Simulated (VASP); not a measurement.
# Pt (Fm-3m) in VASP: notebook

Runs on Pt. Level: PBE. Tasks: single point.

Everything below comes from runs of VASP 6.6.1. Logs are shortened: lines on timing, memory, paths and dates and some standing lists are left out, and cuts for length are marked.

**1. The cell of the first run**

Symmetry: Fm-3m, No. 225, cubic system. Conventional cell: a = 3.971 Å, b = 3.971 Å, c = 3.971 Å, α = 90.00°, β = 90.00°, γ = 90.00°. Within 3.7 Å of Pt (site symmetry m-3m) lie 12 Pt at 2.81 Å.

**2. Single point, PBE**

Input file INCAR:

```
SYSTEM = Pt
  ALGO = Normal
  EDIFF = 1E-6
  ENCUT = 500
  GGA = PE
  GGA_COMPAT = .FALSE.
  ISIF = 2
  ISMEAR = -1
  LASPH = .TRUE.
  LCHARG = .TRUE.
  LELF = .TRUE.
  LREAL = .FALSE.
  LVHAR = .TRUE.
  LWAVE = .FALSE.
  NBANDS = 11
  NELM = 120
  PREC = Accurate
  SIGMA = 0.1
```

Input file KPOINTS:

```
k-points
0
G
  4 4 4
  0 0 0
```

Input file POSCAR:

```
Pt
1.0
   -1.9855454461      0.0000000000      1.9855454461
    0.0000000000      1.9855454461      1.9855454461
   -1.9855454461      1.9855454461      0.0000000000
Pt
1
Direct
    0.0000000000      0.0000000000      0.0000000000
```

Potentials or basis: VASP PAW PBE potentials, release 64 (Pt).

Command:

```bash
cat potpaw_PBE.64/Pt/POTCAR > POTCAR
mpirun -np 1 vasp_std > vasp.out
```

OUTCAR:

```text
SYSTEM = Pt
   EDIFF = 1E-6
   ENCUT = 500
   GGA = PE
   ISIF = 2
   ISMEAR = -1
   LASPH = .TRUE.
   LREAL = .FALSE.
   NELM = 120
   PREC = Accurate

 ion  position               nearest neighbor table
   1  0.000  0.000  0.000-

  LATTYP: Found a face centered cubic cell.
 ALAT       =     3.9710908922

  Lattice vectors:

 A1 = (  -1.9855454461,   0.0000000000,   1.9855454461)
 A2 = (   0.0000000000,   1.9855454461,   1.9855454461)
 A3 = (  -1.9855454461,   1.9855454461,   0.0000000000)

Analysis of symmetry for initial positions (statically):
=====================================================================
 Subroutine PRICEL returns:
 Original cell was already a primitive cell.

 Routine SETGRP: Setting up the symmetry group for a
 face centered cubic supercell.

 Subroutine GETGRP returns: Found 48 space group operations
 (whereof 48 operations were pure point group operations)
 out of a pool of 48 trial point group operations.

The static configuration has the point symmetry O_h .

Analysis of symmetry for dynamics (positions and initial velocities):
=====================================================================
 Subroutine PRICEL returns:
 Original cell was already a primitive cell.

 Routine SETGRP: Setting up the symmetry group for a
 face centered cubic supercell.

 Subroutine GETGRP returns: Found 48 space group operations
 (whereof 48 operations were pure point group operations)
 out of a pool of 48 trial point group operations.

The dynamic configuration has the point symmetry O_h .

 Subroutine INISYM returns: Found 48 space group operations
 (whereof 48 operations are pure point group operations),
 and found     1 'primitive' translations

----------------------------------------------------------------------------------------

                                     Primitive cell

  volume of cell :      15.6556

  direct lattice vectors                    reciprocal lattice vectors
    -1.985545446  0.000000000  1.985545446    -0.251819973 -0.251819973  0.251819973
     0.000000000  1.985545446  1.985545446     0.251819973  0.251819973  0.251819973
    -1.985545446  1.985545446  0.000000000    -0.251819973  0.251819973 -0.251819973

  length of vectors
[... 63 lines left out ...]
   EDIFF  = 0.1E-05   stopping-criterion for ELM
   LREAL  =      F    real-space projection
   EDIFFG = 0.1E-04   stopping-criterion for IOM
   NSW    =      0    number of steps for IOM
   IBRION =     -1    ionic relax: 0-MD 1-quasi-New 2-CG
   NFREE  =      0    steps in history (QN), initial steepest desc. (CG)
   ISIF   =      2    stress and relaxation
   ISYM   =      2    0-nonsym 1-usesym 2-fastsym
   POTIM  = 0.5000    time-step for ionic-motion
   TEBEG  =    0.0;   TEEND  =   0.0 temperature during run
   PSTRESS=    0.0 pullay stress
   NELECT =      10.0000    total number of electrons
   NUPDOWN=      -1.0000    fix difference up-down
   EMIN   =  10.00;   EMAX   =-10.00  energy-range for DOS
   EFERMI =   0.00;   METHOD = LEGACY
   ISMEAR =    -1;   SIGMA  =   0.10  broadening in eV -4-tet -1-fermi 0-gaus
   EFERMI_NEDOS =   21; number of points for ismear=-14 and -15
   IALGO  =     38    algorithm
   IMIX   =      4    mixing-type and parameters
     AMIX     =   0.40;   BMIX     =  1.00
     AMIX_MAG =   1.60;   BMIX_MAG =  1.00
  volume/ion in A,a.u.               =      15.66       105.65
  Fermi-wavevector in a.u.,A,eV,Ry     =   1.409889  2.664304 27.045494  1.987788
  Thomas-Fermi vector in A             =   2.531899
   LORBIT       =      0    0 simple, 1 ext, 2 COOP (PROOUT), +10 PAW based schemes
   GGA     = PE    functional components
   LHFCALC =     F    Hartree Fock is set to
   AEXX    =    0.0000 exact exchange contribution
   IVDW    =     0    specifies the selected vdW correction
   LEPSILON=     F    determine dielectric tensor
   LRPA    =     F    only Hartree local field effects (RPA)
 non-spin polarized calculation
  energy-cutoff  :      500.00
  volume of cell :       15.66
 maximum number of plane-waves:       415
   NGX = 11   NGY = 11   NGZ = 11

 number of electron      10.0000002 magnetization

 Free energy of the ion-electron system (eV)
  ---------------------------------------------------
  ext. energy  EPLUGINS =         0.00000000
  ---------------------------------------------------
  free energy    TOTEN  =        -6.24871583 eV

  energy without entropy =       -6.17852151  energy(sigma->0) =       -6.21361867

 E-fermi :  10.7906     XC(G=0): -13.2680

 val. band max:       10.7036055147   @ k =   0.5000   0.2500   0.0000
 cond. band min:      11.0017801469   @ k =   0.5000   0.5000   0.0000
 fundamental gap:      0.2981746321
 Fermi energy:        10.7905579559

 k-point     1 :       0.0000    0.0000    0.0000
  band No.  band energies     occupation
      1       0.7554      2.00000
      2       6.9846      2.00000
      3       6.9846      2.00000
      4       6.9846      2.00000
      5       9.0220      2.00000
      6       9.0220      2.00000
      7      25.2844      0.00000
      8      30.0611      0.00000
      9      30.0611      0.00000
     10      30.0611      0.00000
     11      35.2663      0.00000
[... 85 lines left out ...]
 k-point     8 :      -0.2500    0.5000    0.2500
  band No.  band energies     occupation
      1       5.2393      2.00000
      2       6.2631      2.00000
      3       6.2631      2.00000
      4       8.6861      2.00000
      5      11.0050      0.20963
      6      17.4195      0.00000
      7      18.6501      0.00000
      8      18.6501      0.00000
      9      22.2978      0.00000
     10      34.7816      0.00000
     11      34.7816      0.00000

------------------------ aborting loop because EDIFF is reached ----------------------------------------

  FORCE on cell =-STRESS in cart. coord.  units (eV):
  Direction    XX          YY          ZZ          XY          YZ          ZX
  --------------------------------------------------------------------------------------
  -------------------------------------------------------------------------------------
  Total       -0.2277313     -0.2277313     -0.2277313     -0.0000000     -0.0000000     -0.0000000
  in kB      -23.3057906    -23.3057906    -23.3057906     -0.0000000     -0.0000000     -0.0000000
  external PRESSURE =     -23.3057906 kB  Pullay stress =       0.0000000 kB

 VOLUME and BASIS-vectors are now :
 -----------------------------------------------------------------------------
  energy-cutoff  :      500.00
  volume of cell :       15.66
      direct lattice vectors                 reciprocal lattice vectors
    -1.985545446  0.000000000  1.985545446    -0.251819973 -0.251819973  0.251819973
     0.000000000  1.985545446  1.985545446     0.251819973  0.251819973  0.251819973
    -1.985545446  1.985545446  0.000000000    -0.251819973  0.251819973 -0.251819973

 POSITION                                       TOTAL-FORCE (eV/Angst)
 -----------------------------------------------------------------------------------
      0.00000      0.00000      0.00000        -0.000000      0.000000      0.000000
 -----------------------------------------------------------------------------------
    total drift:                                0.000000      0.000000      0.000000

  FREE ENERGIE OF THE ION-ELECTRON SYSTEM (eV)
  ---------------------------------------------------
  free  energy   TOTEN  =        -6.2487158311 eV

  energy  without entropy=       -6.1785215067  energy(sigma->0) =       -6.21361867
```

OSZICAR:

```text
N       E                     dE             d eps       ncg     rms          rms(c)
DAV:   1     0.363543360883E+02    0.36354E+02   -0.53125E+03   184   0.828E+02
DAV:   2    -0.604086442733E+01   -0.42395E+02   -0.40076E+02   211   0.167E+02
DAV:   3    -0.661221071457E+01   -0.57135E+00   -0.56593E+00   197   0.185E+01
DAV:   4    -0.661454950591E+01   -0.23388E-02   -0.23386E-02   203   0.136E+00
DAV:   5    -0.661456790061E+01   -0.18395E-04   -0.18395E-04   200   0.114E-01    0.118E+01
DAV:   6    -0.629214276965E+01    0.32243E+00   -0.68010E-01   191   0.671E+00    0.614E+00
DAV:   7    -0.625173305340E+01    0.40410E-01   -0.15362E-01   188   0.313E+00    0.218E+00
DAV:   8    -0.624895593803E+01    0.27771E-02   -0.54999E-03   188   0.636E-01    0.607E-01
DAV:   9    -0.624871510461E+01    0.24083E-03   -0.13580E-04   191   0.102E-01    0.681E-02
DAV:  10    -0.624871583113E+01   -0.72652E-06   -0.43735E-06   230   0.173E-02
   1 F= -.62487158E+01 E0= -.62136187E+01  d E =-.701943E-01
```

stdout:

```text
POSCAR found type information on POSCAR Pt
 POSCAR found :  1 types and       1 ions
 scaLAPACK will be used
 LDA part: xc-table for (Slater+PW92), standard interpolation
 POSCAR, INCAR and KPOINTS ok, starting setup
 FFT: planning ... GRIDC
 FFT: planning ... GRID_SOFT
 FFT: planning ... GRID
 WAVECAR not read
 entering main loop
```

Run time: 1.8 s. Hardware: 1 thread of Intel Xeon Platinum 8488C (Sapphire Rapids), shared host; peak memory 0.12 GiB.

Results:

```
Free energy            : -6.2487 eV
Pressure               : -2.3 GPa
Band gap on the k mesh : zero (band 5 reaches 11.01 eV, above the bottom of band 6 at 9.02 eV)
```

Caveat: the k points lie up to 0.69 Å⁻¹ apart; spin-orbit coupling is left out, which moves the levels of the heavy elements.

**3. Single point, PBE**

Input file INCAR:

```
PREC = Accurate
ENCUT = 500
EDIFF = 1E-6
ISMEAR = -1
SIGMA = 0.1
LREAL = F
LASPH = T
NELM = 120
ALGO = Normal
ISIF = 2
LWAVE = F
LCHARG = F
GGA = PE
NBANDS = 11
GGA_COMPAT = F
```

Input file KPOINTS:

```
regular mesh
0
Gamma
  4 4 4
```

POSCAR is that of step 2.

Potentials or basis: VASP PAW PBE potentials, release 64 (Pt).

Command:

```bash
cat potpaw_PBE.64/Pt/POTCAR > POTCAR
mpirun -np 1 vasp_std > vasp.out
```

It took 1.8 s on 1 thread of Intel Xeon Platinum 8488C (Sapphire Rapids), shared host; peak memory 0.12 GiB.

The run converged. Its results:

| Item | Value |
| --- | --- |
| Free energy | -6.2487 eV |
| Pressure | -2.3 GPa |
| Band gap on the k mesh | zero (band 5 reaches 11.01 eV, above the bottom of band 6 at 9.02 eV) |

Levels at points of the mesh, in eV from the Fermi level:
| k point | band 1 | band 2 | band 3 | band 4 | band 5 | band 6 | band 7 | band 8 | band 9 | band 10 |
| --- | --- | --- | --- | --- | --- | --- | --- | --- | --- | --- |
| (0.00, 0.00, 0.00) | -10.04 | -3.81 | -3.81 | -3.81 | -1.77 | -1.77 | 14.49 | 19.27 | 19.27 | 19.27 |
| (0.50, 0.00, 0.00) | -7.18 | -3.86 | -3.86 | -0.55 | -0.21 | -0.21 | 5.32 | 14.06 | 18.48 | 18.48 |
| (0.50, 0.50, 0.00) | -6.90 | -6.48 | -0.23 | 0.21 | 0.21 | 1.62 | 8.25 | 11.04 | 11.04 | 19.47 |

Caveat: the k points lie up to 0.69 Å⁻¹ apart; spin-orbit coupling is left out, which moves the levels of the heavy elements.
